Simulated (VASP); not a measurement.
# RbBr: relaxation of cell and atoms with PBE

Crystal: RbBr.

```
Rb Br
1.0
     3.71654    0.00000    0.00000
     0.00000    3.71654    0.00000
     0.00000    0.00000    3.71654
Rb Br
1 1
Direct
  0.00000 0.00000 0.00000
  0.50000 0.50000 0.50000
```

```json
{
 "Program": "VASP 6.6.1",
 "Task": "relaxation of cell and atoms",
 "Functional": "PBE",
 "Potentials or basis": "VASP PAW PBE potentials, release 64 (Rb_sv, Br)",
 "Cutoff": "600 eV",
 "k mesh": "6 × 6 × 6",
 "Occupations": "gaussian, width 0.02 eV",
 "Spin": "no spin polarisation",
 "Target pressure": "15 GPa",
 "Dipole correction": "no",
 "Further INCAR settings": "ALGO = Normal; EDIFF = 1e-06; IBRION = 2; EDIFFG = -0.008; NSW = 70; ISIF = 3"
}
```

```json
{
  "Relaxed volume": "24.81 Å³/atom",
  "Relaxed cell": "a = 3.675 Å, b = 3.675 Å, c = 3.675 Å, α = 90.00°, β = 90.00°, γ = 90.00°",
  "Space group after relaxing (to 0.1 Å)": "Pm-3m (No. 221)",
  "Energy change on relaxing (the run minimises the enthalpy)": "+73.6 meV/atom",
  "Ionic steps": "3",
  "Pressure after relaxing": "15.0 GPa",
  "Band gap on the k mesh": "4.86 eV (least direct gap 4.96 eV)"
}
```

The path:
| step | energy change (eV) | largest force (eV/Å) | pressure (GPa) | volume (Å³) |
| --- | --- | --- | --- | --- |
| 1 | 0.0000 | 0.0000 | 12.63 | 51.34 |
| 2 | 0.2518 | 0.0000 | 16.67 | 48.56 |
| 3 | 0.1472 | 0.0000 | 15.00 | 49.62 |

Final structure:
```cif
data_structure
_symmetry_space_group_name_H-M 'P 1'
_symmetry_Int_Tables_number 1
_cell_length_a 3.6748
_cell_length_b 3.6748
_cell_length_c 3.6748
_cell_angle_alpha 90.000
_cell_angle_beta 90.000
_cell_angle_gamma 90.000
_cell_volume 49.62
loop_
_atom_site_label
_atom_site_type_symbol
_atom_site_fract_x
_atom_site_fract_y
_atom_site_fract_z
_atom_site_occupancy
Rb1 Rb 0.00000 0.00000 0.00000 1
Br1 Br 0.50000 0.50000 0.50000 1
```

Levels at points of the mesh, in eV from the valence-band top:
| k point | band 4 | band 5 | band 6 | band 7 | band 8 | band 9 | band 10 | band 11 | band 12 |
| --- | --- | --- | --- | --- | --- | --- | --- | --- | --- |
| (0.00, 0.00, 0.00) | -8.75 | -8.75 | -0.09 | -0.09 | -0.09 | 4.86 | 4.86 | 5.74 | 10.78 |
| (0.50, 0.00, 0.00) | -8.57 | -8.57 | -2.81 | -0.48 | -0.48 | 6.71 | 8.55 | 9.06 | 9.71 |
| (0.50, 0.50, 0.00) | -9.63 | -8.47 | -1.37 | -1.37 | 0.00 | 5.28 | 6.46 | 8.02 | 8.02 |
| (0.50, 0.50, 0.50) | -9.29 | -9.29 | -2.47 | -2.47 | -2.47 | 9.65 | 9.65 | 9.65 | 11.32 |

Wall time 92 s on 1 thread of Intel Xeon 8259CL, with other jobs on the host, peak memory 0.18 GiB.

Caveat: the cell is relaxed towards a set pressure, so the run minimises the enthalpy, not the energy. A k mesh can miss the band edges.
